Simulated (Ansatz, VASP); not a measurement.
**BaTiO3: VASP beside Ansatz**

```xyz
5
Lattice="3.9998 0.0000 0.0000 0.0000 3.9998 0.0000 0.0000 0.0000 4.0180" Properties=species:S:1:pos:R:3 pbc="T T T"
Ba    0.0000    0.0000    0.0000
Ti    1.9999    1.9999    1.9688
O     1.9999    1.9999    0.0763
O     1.9999    0.0000    2.0773
O     0.0000    1.9999    2.0773
```

Alike in both runs: task single point; functional PBE; k mesh 4 × 4 × 4; no spin polarisation; Hubbard terms Ti d U = 6.0 eV.

|  | VASP | Ansatz |
| --- | --- | --- |
| version | VASP 6.6.1 | Ansatz 0.2.0 |
| potentials or method | VASP PAW PBE potentials, release 64 (Ba_sv, Ti_sv, O), cutoff 520 eV | plane waves, PAW |
| occupations | gaussian, width 0.01 eV | fixed |
| valence electrons in the cell | 40 | 40 |

|  | VASP | Ansatz | Ansatz less VASP |
| --- | --- | --- | --- |
| gap on the k mesh at the Fermi level (eV) | 2.51 | 2.59 | +0.075 |

The programs project onto different local orbitals, so the same U acts differently, and such runs can settle in different states.

Spin-orbit coupling is off throughout.
